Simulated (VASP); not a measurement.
**BaHfO3: single point with r2SCAN**

Crystal: BaHfO3.

```
Ba Hf O
1.0
     4.05175    0.00000    0.00000
     0.00000    4.05175    0.00000
     0.00000    0.00000    4.05175
Ba Hf O
1 1 3
Direct
  0.00000 0.00000 0.00000
  0.50000 0.50000 0.50000
  0.50000 0.50000 0.00000
  0.50000 0.00000 0.50000
  0.00000 0.50000 0.50000
```

This cell differs from its parent crystal: strain -3.0%.

```json
{
 "Program": "VASP 6.6.1",
 "Task": "single point",
 "Functional": "r2SCAN",
 "Potentials or basis": "VASP PAW PBE potentials, release 64 (Ba_sv, Hf_pv, O)",
 "Cutoff": "520 eV",
 "k mesh": "6 × 6 × 6",
 "Occupations": "gaussian, width 0.01 eV",
 "Spin": "non-collinear spin, zero start, spin-orbit coupling",
 "Starting moments": "[[0.0, 0.0, 0.0], [0.0, 0.0, 0.0], [0.0, 0.0, 0.0], [0.0, 0.0, 0.0], [0.0, 0.0, 0.0]] μB"
}
```

```yaml
Pressure: 18.7 GPa
Net_moment: 0.00 μB per cell
Valence_electrons_inside_the_program's_atomic_spheres: Ba 7.99; Hf 8.93; O 5.14
```

Moments on the atoms (μB; x, y, z):
```
Ba  0.00 0.00 0.00
Hf  0.00 0.00 0.00
O   0.00 0.00 0.00
O   0.00 0.00 0.00
O   0.00 0.00 0.00
```

Run time: 17 min on 1 thread of Intel(R) Xeon(R) Platinum 8259CL CPU @ 2.50GHz (Skylake/Cascade Lake), on a shared host, peak memory 0.4 GiB.

Caveat: the cell differs from its parent crystal (strain -3.0%); the cell stands under pressure; the PAW data sets were made with another functional, which shifts forces and pressure a little.
